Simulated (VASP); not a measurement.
Wanted: the native input for a VASP 6.6.1 run.

* Task: single point
* Functional: PBE
* Potentials or basis: VASP PAW PBE potentials, release 64 (Ba_sv, S)
* Cutoff: 520 eV
* k mesh: 8 × 8 × 8
* Occupations: fermi-dirac, width 0.02 eV
* Spin: no spin polarisation
* Dipole correction: no
* Further INCAR settings: ALGO = Normal; EDIFF = 1e-06; NBANDS = 15

The structure of BaS lies in POSCAR:

```
BaS
1.0
    0.0000000000      3.2117958753      3.3723856691
    3.2117958753      0.0000000000      3.3723856691
    3.2117958753      3.2117958753      0.0000000000
Ba S
1 1
Direct
    0.0000000000      0.0000000000      0.0000000000
    0.5000000000      0.5000000000      0.5000000000
```

This cell differs from its parent crystal: uniaxial z strain +5.0%.

These files were run (other wordings do the same):

INCAR

```
SYSTEM = BaS
PREC     = Accurate       ! precision mode
ENCUT    = 520            ! plane-wave cutoff, eV
EDIFF    = 1E-6           ! SCF threshold, eV
ISMEAR   = -1             ! smearing method
SIGMA    = 0.02           ! smearing width, eV
LREAL    = .FALSE.        ! projectors in reciprocal space
LASPH    = .TRUE.         ! aspherical terms in the spheres
NELM     = 80             ! most SCF steps
ALGO     = Normal         ! electronic algorithm
ISIF     = 2              ! what is computed and relaxed
LWAVE    = .FALSE.        ! write WAVECAR
LCHARG   = .TRUE.         ! write CHGCAR
GGA      = PE             ! functional
LELF     = .TRUE.         ! ELF
LVHAR    = .TRUE.       
NBANDS   = 15             ! bands
```

KPOINTS

```
regular mesh
0
G
  8 8 8
  0 0 0
```

Potentials or basis: VASP PAW PBE potentials, release 64 (Ba_sv, S).

Launch:

```sh
$ cat potpaw_PBE.64/Ba_sv/POTCAR potpaw_PBE.64/S/POTCAR > POTCAR
$ mpirun -np 1 vasp_std > vasp.out
```

It gave:

```
Pressure               : -1.1 GPa
Band gap on the k mesh : 2.16 eV, indirect (least direct gap 2.33 eV)
```

Caveat: the cell differs from its parent crystal (uniaxial z strain +5.0%); spin-orbit coupling is left out, which moves the levels of the heavy elements.

Wall time 34 s on 1 thread of Intel Xeon 6975P-C, on a shared host, peak memory 0.24 GiB.
